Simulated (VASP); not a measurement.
# AgAu (R-3m) in VASP: notebook

AgAu is run at these levels: LDA; tasks: single point.

All numbers are computed with VASP 6.6.1; they aren't measurements. Logs are shortened: lines on timing, memory, paths and dates and some standing lists are left out, and cuts for length are marked.

### Step 1. The cell of the first run

It takes space group R-3m (No. 166, trigonal). Conventional cell: a = 2.148 Å, b = 2.148 Å, c = 10.457 Å, α = 90.00°, β = 90.00°, γ = 120.00°. Ag (site symmetry -3m) has 6 Au at 2.14 Å and 6 Ag at 2.15 Å within 2.8 Å. Au (site symmetry -3m) has 6 Ag at 2.14 Å and 6 Au at 2.15 Å within 2.8 Å.

### Step 2. Single point, LDA (6.96 Å³/atom)

INCAR

```
SYSTEM = AgAu
  ALGO = Normal
  EDIFF = 1E-6
  ENCUT = 520
  ISIF = 2
  ISMEAR = -1
  LASPH = .True.
  LCHARG = .False.
  LREAL = .False.
  LWAVE = .False.
  NBANDS = 18
  NELM = 60
  PREC = Accurate
  SIGMA = 0.05
```

KPOINTS

```
k-points
0
Gamma
  14 14 14
  0 0 0
```

POSCAR

```
AgAu
1.0
    1.0739599229      0.6200510506      3.4855661482
   -1.0739599229      0.6200510506      3.4855661482
    0.0000000000     -1.2401021012      3.4855661482
Ag Au
1 1
Direct
    0.0000000000      0.0000000000      0.0000000000
    0.5000000000      0.5000000000      0.5000000000
```

Potentials or basis: VASP PAW LDA potentials, release 64 (Ag, Au).

The run is started by

```
> cat potpaw_LDA.64/Ag/POTCAR potpaw_LDA.64/Au/POTCAR > POTCAR
> mpirun -np 1 vasp_std > vasp.out
```

OUTCAR:

```text
SYSTEM = AgAu
   EDIFF = 1E-6
   ENCUT = 520
   ISIF = 2
   ISMEAR = -1
   LASPH = .True.
   LREAL = .False.
   NELM = 60
   PREC = Accurate

 ion  position               nearest neighbor table
   1  0.000  0.000  0.000-   2 2.14   2 2.14   2 2.14   2 2.14   2 2.14   2 2.14   2 3.03   2 3.03
                             2 3.03
   2  0.500  0.500  0.500-   1 2.14   1 2.14   1 2.14   1 2.14   1 2.14   1 2.14   1 3.03   1 3.03
                             1 3.03

  LATTYP: Found a trigonal (rhomboedric) cell.
 ALAT       =     3.6995978964
 COS(alpha) =     0.8314622863

  Lattice vectors:

 A1 = (   1.0739599229,   0.6200510506,   3.4855661482)
 A2 = (  -1.0739599229,   0.6200510506,   3.4855661482)
 A3 = (   0.0000000000,  -1.2401021012,   3.4855661482)

Analysis of symmetry for initial positions (statically):
=====================================================================
 Subroutine PRICEL returns:
 Original cell was already a primitive cell.

 Routine SETGRP: Setting up the symmetry group for a
 trigonal (rhombohedral) supercell.

 Subroutine GETGRP returns: Found 12 space group operations
 (whereof 12 operations were pure point group operations)
 out of a pool of 12 trial point group operations.

The static configuration has the point symmetry D_3d.

Analysis of symmetry for dynamics (positions and initial velocities):
=====================================================================
 Subroutine PRICEL returns:
 Original cell was already a primitive cell.

 Routine SETGRP: Setting up the symmetry group for a
 trigonal (rhombohedral) supercell.

 Subroutine GETGRP returns: Found 12 space group operations
 (whereof 12 operations were pure point group operations)
 out of a pool of 12 trial point group operations.

The dynamic configuration has the point symmetry D_3d.

 Subroutine INISYM returns: Found 12 space group operations
 (whereof 12 operations are pure point group operations),
 and found     1 'primitive' translations

----------------------------------------------------------------------------------------

                                     Primitive cell

  volume of cell :      13.9264

  direct lattice vectors                    reciprocal lattice vectors
     1.073959923  0.620051051  3.485566148     0.465566721  0.268795072  0.095632480
    -1.073959923  0.620051051  3.485566148    -0.465566721  0.268795072  0.095632480
     0.000000000 -1.240102101  3.485566148     0.000000000 -0.537590144  0.095632480
[... 76 lines left out ...]
   ISTART =      0    job   : 0-new  1-cont  2-samecut
   ICHARG =      2    charge: 1-file 2-atom 10-const
   ISPIN  =      1    spin polarized calculation?
   LNONCOLLINEAR =      F non collinear calculations
   LSORBIT =      F    spin-orbit coupling
   LASPH  =      T    aspherical Exc in radial PAW
   ENCUT  =  520.0 eV  38.22 Ry    6.18 a.u.   6.88  6.88  6.88*2*pi/ulx,y,z
   NELM   =     60;   NELMIN=  2; NELMDL= -5     # of ELM steps
   EDIFF  = 0.1E-05   stopping-criterion for ELM
   LREAL  =      F    real-space projection
   EDIFFG = 0.1E-04   stopping-criterion for IOM
   NSW    =      0    number of steps for IOM
   IBRION =     -1    ionic relax: 0-MD 1-quasi-New 2-CG
   NFREE  =      0    steps in history (QN), initial steepest desc. (CG)
   ISIF   =      2    stress and relaxation
   ISYM   =      2    0-nonsym 1-usesym 2-fastsym
   POTIM  = 0.5000    time-step for ionic-motion
   TEBEG  =    0.0;   TEEND  =   0.0 temperature during run
   PSTRESS=    0.0 pullay stress
   NELECT =      22.0000    total number of electrons
   NUPDOWN=      -1.0000    fix difference up-down
   EMIN   =  10.00;   EMAX   =-10.00  energy-range for DOS
   EFERMI =   0.00;   METHOD = LEGACY
   ISMEAR =    -1;   SIGMA  =   0.05  broadening in eV -4-tet -1-fermi 0-gaus
   EFERMI_NEDOS =   21; number of points for ismear=-14 and -15
   IALGO  =     38    algorithm
   IMIX   =      4    mixing-type and parameters
     AMIX     =   0.40;   BMIX     =  1.00
     AMIX_MAG =   1.60;   BMIX_MAG =  1.00
  volume/ion in A,a.u.               =       6.96        46.99
  Fermi-wavevector in a.u.,A,eV,Ry     =   1.906641  3.603030 49.461008  3.635282
  Thomas-Fermi vector in A             =   2.944343
   LORBIT       =      0    0 simple, 1 ext, 2 COOP (PROOUT), +10 PAW based schemes
   GGA     = CA    functional components
   LHFCALC =     F    Hartree Fock is set to
   AEXX    =    0.0000 exact exchange contribution
   IVDW    =     0    specifies the selected vdW correction
   LEPSILON=     F    determine dielectric tensor
   LRPA    =     F    only Hartree local field effects (RPA)
 non-spin polarized calculation
  energy-cutoff  :      520.00
  volume of cell :       13.93
 maximum number of plane-waves:       385
   NGX = 13   NGY = 13   NGZ = 13

 number of electron      22.0000002 magnetization

 Free energy of the ion-electron system (eV)
  ---------------------------------------------------
  ext. energy  EPLUGINS =         0.00000000
  ---------------------------------------------------
  free energy    TOTEN  =        25.70316746 eV

  energy without entropy =       25.70602441  energy(sigma->0) =       25.70459594

 E-fermi :  34.4618     XC(G=0): -18.6491

 val. band max:       34.4267155407   @ k =   0.3571   0.3571   0.0714
 cond. band min:      34.4801158872   @ k =  -0.4286   0.2857   0.2857
 fundamental gap:      0.0534003465
 Fermi energy:        34.4618003459

 k-point     1 :       0.0000    0.0000    0.0000
  band No.  band energies     occupation
      1      11.2658      2.00000
      2      13.4396      2.00000
      3      18.5283      2.00000
      4      18.5283      2.00000
      5      19.0301      2.00000
      6      19.0301      2.00000
[... 481 lines left out ...]
      5      19.7438      2.00000
      6      19.8338      2.00000
[... 10 lines left out ...]
     17      52.1508      0.00000
     18      55.9355      0.00000

 [... further k-points ...]
[... 5 lines left out ...]
  --------------------------------------------------------------------------------------
  -------------------------------------------------------------------------------------
  Total      117.8296885    117.8296885    118.7720920     -0.0000000      0.0000000      0.0000000
  in kB    13555.8017786  13555.8017792  13664.2212743     -0.0000000      0.0000000      0.0000000
  external PRESSURE =   13591.9416107 kB  Pullay stress =       0.0000000 kB

 VOLUME and BASIS-vectors are now :
 -----------------------------------------------------------------------------
  energy-cutoff  :      520.00
  volume of cell :       13.93
      direct lattice vectors                 reciprocal lattice vectors
     1.073959923  0.620051051  3.485566148     0.465566721  0.268795072  0.095632480
    -1.073959923  0.620051051  3.485566148    -0.465566721  0.268795072  0.095632480
     0.000000000 -1.240102101  3.485566148     0.000000000 -0.537590144  0.095632480

 POSITION                                       TOTAL-FORCE (eV/Angst)
 -----------------------------------------------------------------------------------
      0.00000      0.00000      0.00000         0.000000      0.000000     -0.000000
      0.00000      0.00000      5.22835        -0.000000      0.000000      0.000000
 -----------------------------------------------------------------------------------
    total drift:                                0.000000      0.000000      0.000000

  FREE ENERGIE OF THE ION-ELECTRON SYSTEM (eV)
  ---------------------------------------------------
  free  energy   TOTEN  =        25.7031674606 eV

  energy  without entropy=       25.7060244110  energy(sigma->0) =       25.70459594
```

Run time: 83 s. Hardware: 1 thread of Intel Xeon 6975P-C (Granite Rapids), shared host; peak memory 0.22 GiB.

The run converged, but its numbers aren't listed here, since they failed a check.

Caveat: the stress differs along the axes, from 1356 to 1366 GPa; spin-orbit coupling is left out, which moves the levels of the heavy elements.

(Continued in part 2 of 2.)
